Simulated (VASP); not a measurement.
A run of VASP 6.6.1:

The input INCAR:

```
SYSTEM = Ta4H3
ALGO = Normal
EDIFF = 1E-6
EDIFFG = -0.01
ENCUT = 600
GGA = PE
IBRION = 2
ISIF = 3
ISMEAR = 0
LASPH = .TRUE.
LCHARG = .FALSE.
LREAL = .FALSE.
LWAVE = .FALSE.
NELM = 60
NSW = 100
PREC = Accurate
SIGMA = 0.1
```

Contents of KPOINTS:

```
k-points
0
G
  10 6 6
  0 0 0
```

POSCAR

```
Ta4H3
1.0
    3.4846511886      0.0000000000      0.0000000000
    0.0000000000      4.8001569394      0.0000000000
    0.0000000000      0.0000000000      4.8344367401
Ta H
4 3
Direct
    0.2466021426      0.2445834129      0.7565383039
    0.7533978574      0.2445834129      0.2434616961
    0.2466021426      0.7554165871      0.2434616961
    0.7533978574      0.7554165871      0.7565383039
    0.5000000000      0.5000000000      0.5000000000
    0.5000000000      0.5000000000      0.0000000000
    0.0000000000      0.0000000000      0.5000000000
```

Potentials or basis: VASP PAW PBE potentials, release 64 (Ta_pv, H).

Command:

```sh
$ cat potpaw_PBE.64/Ta_pv/POTCAR potpaw_PBE.64/H/POTCAR > POTCAR
$ mpirun -np 1 vasp_std > vasp.out
```

Hardware: 1 thread of Intel(R) Xeon(R) Platinum 8259CL CPU @ 2.50GHz (Skylake/Cascade Lake) (shared host).

Q: Estimate the wall time of this run.

A: Run time: 8.2 min on 1 thread of Intel(R) Xeon(R) Platinum 8259CL CPU @ 2.50GHz (Skylake/Cascade Lake), on a shared host, peak memory 0.36 GiB. Counts: scf iterations 35, k points 96, ion steps 5.
